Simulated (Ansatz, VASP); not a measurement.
Two plane-wave programs on TaSi2

```
Ta Si
1.0
     4.76086    0.00000    0.00000
    -2.38043    4.12303    0.00000
     0.00000    0.00000    6.55578
Ta Si
3 6
Direct
  0.50000 0.00000 0.50000
  0.50000 0.50000 0.83333
  0.00000 0.50000 0.16667
  0.14714 0.29428 0.50000
  0.84073 0.15927 0.83333
  0.68146 0.84073 0.16667
  0.84073 0.68146 0.50000
  0.15927 0.84073 0.83333
  0.31854 0.15927 0.16667
```

Alike in both runs: task single point; functional PBEsol; k mesh 12 × 12 × 6; occupations gaussian, width 0.15 eV; no spin polarisation.

```csv
,VASP,Ansatz
version,VASP 6.6.1,Ansatz 0.2.0
potentials or method,"VASP PAW PBE potentials, release 64 (Ta_pv, Si), cutoff 520 eV","scalar-relativistic, plane waves, PAW"
valence electrons in the cell,57,63
```

```tsv
	VASP	Ansatz	Ansatz less VASP
gap on the k mesh at the Fermi level (eV)	none	none	-
pressure (GPa)	0.5	0.2	-0.32
traceless stress, the component that is largest in VASP (GPa)	0.41	0.45	+0.032
rms of the force components (eV/Å)	0.195	0.195	-0.0002
```

VASP's potentials were made for PBE, not for PBEsol. Atom by atom the forces differ by 0.001 eV/Å (rms over components). A gap of «none» marks a metal or a gap that the smearing closes. VASP's potentials hold 57 valence electrons a cell and Ansatz's 63, so a difference there can come from the potentials and not from the codes.

Neither program's run includes spin-orbit coupling.
